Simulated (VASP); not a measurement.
Wanted: the native input for a VASP 6.6.1 run.

```
Task                   : single point
Functional             : PBE
Potentials or basis    : VASP PAW PBE potentials, release 64 (Ti_sv, Tl_d, H)
Cutoff                 : 520 eV
k mesh                 : 4 × 4 × 4
Occupations            : gaussian, width 0.1 eV
Spin                   : no spin polarisation
Dipole correction      : no
Further INCAR settings : ALGO = Normal; EDIFF = 1e-07; NBANDS = 30
```

The structure of TiTl2H4 lies in POSCAR:

```
TiTl2H4
1.0
   -2.6086031336      2.6086031336      3.6761389347
    2.6086031336     -2.6086031336      3.6761389347
    2.6086031336      2.6086031336     -3.6761389347
Ti Tl H
1 2 4
Direct
    0.0000000000      0.0000000000      0.0000000000
    0.7500000000      0.2500000000      0.5000000000
    0.2500000000      0.7500000000      0.5000000000
    0.2485875902      0.2485875902      0.4971751804
    0.2485875902      0.7514124098      0.0000000000
    0.7514124098      0.7514124098      0.5028248196
    0.7514124098      0.2485875902      0.0000000000
```

One way to write it, as run:

INCAR

```
SYSTEM = TiTl2H4
PREC = Accurate
ENCUT = 520
EDIFF = 1E-7
ISMEAR = 0
SIGMA = 0.1
LREAL = .False.
LASPH = .True.
NELM = 60
ALGO = Normal
ISIF = 2
LWAVE = .False.
LCHARG = .False.
GGA = PE
NBANDS = 30
```

KPOINTS

```
Automatic mesh
0
Gamma
  4 4 4
  0 0 0
```

Potentials or basis: VASP PAW PBE potentials, release 64 (Ti_sv, Tl_d, H).

Launch:

```console
$ cat potpaw_PBE.64/Ti_sv/POTCAR potpaw_PBE.64/Tl_d/POTCAR potpaw_PBE.64/H/POTCAR > POTCAR
$ mpirun -np 1 vasp_std > vasp.out
```

It gave:

```
Pressure               : -0.1 GPa
Band gap on the k mesh : zero (band 21 reaches 5.13 eV, above the bottom of band 22 at 3.62 eV)
```

Caveat: the k points lie up to 0.43 Å⁻¹ apart; spin-orbit coupling is left out, which moves the levels of the heavy elements.

Run time: 45 s on 1 thread of Oxide Virtual Turin-like Processor, on a shared host, peak memory 0.22 GiB.
